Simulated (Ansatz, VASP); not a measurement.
Two plane-wave programs on MoS2

File INCAR:

```
ALGO = Normal ; EDIFF = 1E-6
ENCUT = 500 ; GGA = PE
GGA_COMPAT = F ; ISIF = 2
ISMEAR = 0 ; IVDW = 12
LASPH = T ; LCHARG = F
LREAL = F ; LWAVE = F
NBANDS = 20 ; NELM = 120
PREC = Accurate ; SIGMA = 0.05
```

Contents of KPOINTS:

```
k-points
0
Gamma
  12 12 4
```

Contents of POSCAR:

```
MoS2
1.0
    3.1494351579      0.0000000000      0.0000000000
   -1.5747175790      2.7274908543      0.0000000000
    0.0000000000      0.0000000000      6.6448340996
Mo S
1 2
Direct
    0.0000000000      0.0000000000      0.0000000000
    0.3333333333      0.6666666667      0.2107069157
    0.3333333333      0.6666666667      0.7892930843
```

Input for Ansatz:

```yaml
crystal:
  lattice:
    - [3.1494351579, 0.0, 0.0]
    - [-1.574717579, 2.7274908543, 0.0]
    - [0.0, 0.0, 6.6448340996]
  atoms:
    - { symbol: Mo, position: [0.0, 0.0, 0.0] }
    - { symbol: S, position: [0.3333333333, 0.6666666667, 0.2107069157] }
    - { symbol: S, position: [0.3333333333, 0.6666666667, 0.7892930843] }
basis:
  ecutwfc: 420
kpoints:
  mp_grid: { grid: [12, 12, 4] }
hamiltonian:
  xc: pbe
  dispersion: d3bj
scf:
  occupations: { method: gaussian, width: 0.05 }
output:
  forces: true
  stress: true
  eigenvalues: true
```

Alike in both runs: task single point; functional PBE; dispersion D3(BJ); k mesh 12 × 12 × 4; occupations gaussian, width 0.05 eV; no spin polarisation.

|  | VASP | Ansatz |
| --- | --- | --- |
| version | VASP 6.6.1 | Ansatz 0.2.0 |
| potentials or method | VASP PAW PBE potentials, release 64 (Mo_sv, S), cutoff 500 eV | scalar-relativistic, plane waves, PAW |
| valence electrons in the cell | 26 | 26 |

|  | VASP | Ansatz | Ansatz less VASP |
| --- | --- | --- | --- |
| gap on the k mesh at the Fermi level (eV) | 0.14 | 0.12 | -0.020 |
| least direct gap on the mesh (eV) | 1.42 | 1.42 | -0.004 |
| pressure (GPa) | 18.2 | 18.5 | +0.24 |
| traceless stress, the component that is largest in VASP (GPa) | 11.61 | 11.69 | +0.072 |
| rms of the force components (eV/Å) | 1.883 | 1.899 | +0.0152 |

Atom by atom the forces differ by 0.015 eV/Å (rms over components).
